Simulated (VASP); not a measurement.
Here is a VASP 6.6.1 calculation.

Contents of INCAR:

```
PREC = Accurate ; ENCUT = 500
EDIFF = 1E-6 ; ISMEAR = 0
SIGMA = 0.02 ; LREAL = F
LASPH = T ; NELM = 120
ALGO = Normal ; ISIF = 2
LWAVE = F ; LCHARG = F
GGA = PS ; IVDW = 12
NBANDS = 18 ; GGA_COMPAT = F
```

KPOINTS

```
Automatic mesh
0
Gamma
  12 12 6
```

The input POSCAR:

```
HfS2
1.0
    3.5248311174      0.0000000000      0.0000000000
   -1.7624155587      3.0525932917      0.0000000000
    0.0000000000      0.0000000000      5.4798293218
Hf S
1 2
Direct
    0.0000000000      0.0000000000      0.0000000000
    0.6666666667      0.3333333333      0.7326345955
    0.3333333333      0.6666666667      0.2673654045
```

Potentials or basis: VASP PAW PBE potentials, release 64 (Hf_pv, S).

Command:

```bash
$ cat potpaw_PBE.64/Hf_pv/POTCAR potpaw_PBE.64/S/POTCAR > POTCAR
$ mpirun -np 1 vasp_std > vasp.out
```

Q: What does it give for the band gap on the k mesh?

A: 0.30 eV, indirect (least direct gap 1.39 eV).

Q: Predict the largest force.

A: 0.057 eV/Å.

Q: What does it give for the pressure?

A: 1.0 GPa.

Q: What does it give for the dispersion energy per atom?

A: -0.348 eV.

Stress tensor (GPa, compression positive):
```
0.98 0.00 0.00
0.00 0.98 0.00
0.00 0.00 1.13
```

Caveat: the PAW data sets were made with another functional, which shifts forces and pressure a little; spin-orbit coupling is left out, which moves the levels of the heavy elements. A k mesh can miss the band edges.
